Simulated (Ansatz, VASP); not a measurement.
## Cu12H: VASP beside Ansatz

The input INCAR:

```
SYSTEM = Cu12H
PREC     = Accurate       ! precision mode
ENCUT    = 520            ! plane-wave cutoff, eV
EDIFF    = 1E-6           ! SCF threshold, eV
ISMEAR   = 0              ! smearing method
SIGMA    = 0.1            ! smearing width, eV
LREAL    = .FALSE.        ! projectors in reciprocal space
LASPH    = .TRUE.         ! aspherical terms in the spheres
NELM     = 60             ! most SCF steps
ALGO     = Normal         ! electronic algorithm
ISIF     = 2              ! what is computed and relaxed
LWAVE    = .FALSE.        ! write WAVECAR
LCHARG   = .FALSE.        ! write CHGCAR
LDIPOL   = .TRUE.       
IDIPOL   = 3            
DIPOL    = 0.5 0.5 0.295
GGA      = PE             ! functional
IVDW     = 12             ! dispersion correction
NBANDS   = 78             ! bands
```

Contents of KPOINTS:

```
regular mesh
0
G
  5 5 1
  0 0 0
```

The input POSCAR:

```
Cu12H
1.0
    5.0378287988      0.0000000000      0.0000000000
    0.0000000000      5.0378287988      0.0000000000
    0.0000000000      0.0000000000     20.6622829064
Cu H
12 1
Direct
    0.2500000000      0.2500000000      0.1935894508
    0.2500000000      0.7500000000      0.1935894508
    0.7500000000      0.2500000000      0.1935894508
    0.7500000000      0.7500000000      0.1935894508
    0.0000000000      0.0000000000      0.2797919997
    0.0000000000      0.5000000000      0.2797919997
    0.5000000000      0.0000000000      0.2797919997
    0.5000000000      0.5000000000      0.2797919997
    0.2500000000      0.2500000000      0.3659945486
    0.2500000000      0.7500000000      0.3659945486
    0.7500000000      0.2500000000      0.3659945486
    0.7500000000      0.7500000000      0.3659945486
    0.4166666667      0.4166666667      0.4724687466
```

Input for Ansatz:

```yaml
crystal:
  lattice:
    - [5.0378287988, 0.0, 0.0]
    - [0.0, 5.0378287988, 0.0]
    - [0.0, 0.0, 20.6622829064]
  atoms:
    - { symbol: Cu, position: [0.25, 0.25, 0.1935894508] }
    - { symbol: Cu, position: [0.25, 0.75, 0.1935894508] }
    - { symbol: Cu, position: [0.75, 0.25, 0.1935894508] }
    - { symbol: Cu, position: [0.75, 0.75, 0.1935894508] }
    - { symbol: Cu, position: [0.0, 0.0, 0.2797919997] }
    - { symbol: Cu, position: [0.0, 0.5, 0.2797919997] }
    - { symbol: Cu, position: [0.5, 0.0, 0.2797919997] }
    - { symbol: Cu, position: [0.5, 0.5, 0.2797919997] }
    - { symbol: Cu, position: [0.25, 0.25, 0.3659945486] }
    - { symbol: Cu, position: [0.25, 0.75, 0.3659945486] }
    - { symbol: Cu, position: [0.75, 0.25, 0.3659945486] }
    - { symbol: Cu, position: [0.75, 0.75, 0.3659945486] }
    - { symbol: H, position: [0.4166666667, 0.4166666667, 0.4724687466] }
basis:
  ecutwfc: 420
kpoints:
  mp_grid: { grid: [5, 5, 1] }
hamiltonian:
  xc: pbe
  pseudopotentials: { kind: paw, azcp: { folder: soft_1 } }
  dispersion: d3bj
scf:
  occupations: { method: gaussian, width: 0.1 }
output:
  forces: true
  eigenvalues: true
efield:
  axis: 3
  dipole_correction: true
  ramp_width: 0.04
```

Alike in both runs: task single point; functional PBE; dispersion D3(BJ); k mesh 5 × 5 × 1; occupations gaussian, width 0.1 eV; no spin polarisation.

|  | VASP | Ansatz |
| --- | --- | --- |
| version | VASP 6.6.1 | Ansatz 0.2.0 |
| potentials or method | VASP PAW PBE potentials, release 64 (Cu, H), cutoff 520 eV | scalar-relativistic, plane waves, PAW |
| valence electrons in the cell | 133 | 229 |

Ansatz gave:

```
gap on the k mesh at the Fermi level (eV) : none
rms of the force components (eV/Å)        : 0.320
```

**Question.** What did VASP give for the same quantities?

**Answer.** gap on the k mesh at the Fermi level (eV): none; rms of the force components (eV/Å): 0.324.

Atom by atom the forces differ by 0.015 eV/Å (rms over components). A gap of «none» marks a metal or a gap that the smearing closes. VASP's potentials hold 133 valence electrons a cell and Ansatz's 229, so a difference there can come from the potentials and not from the codes.
